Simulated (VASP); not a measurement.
The system is BP.

```
CELL_PARAMETERS angstrom
0.00000 2.26771 2.26771
2.26771 0.00000 2.26771
2.26771 2.26771 0.00000
ATOMIC_POSITIONS crystal
B 0.00000 0.00000 0.00000
P 0.75000 0.75000 0.75000
```

Program: VASP 6.6.1. Alike in all runs: task single point; potentials or basis VASP PAW PBE potentials, release 64 (B, P); no spin polarisation; cell as given; k mesh 8 × 8 × 8; cutoff (eV) 520.

Q: Order these runs on this cell by their pressure, lowest first.
A. level r2SCAN; smearing gaussian 0.05 eV
B. level PBE; smearing gaussian 0.05 eV
C. level r2SCAN+D4; smearing tetrahedron

A: C (-2.2 GPa), A (-0.4 GPa), B (1.2 GPa).

Caveats: the PAW data sets were made with another functional, which shifts forces and pressure a little (some runs).
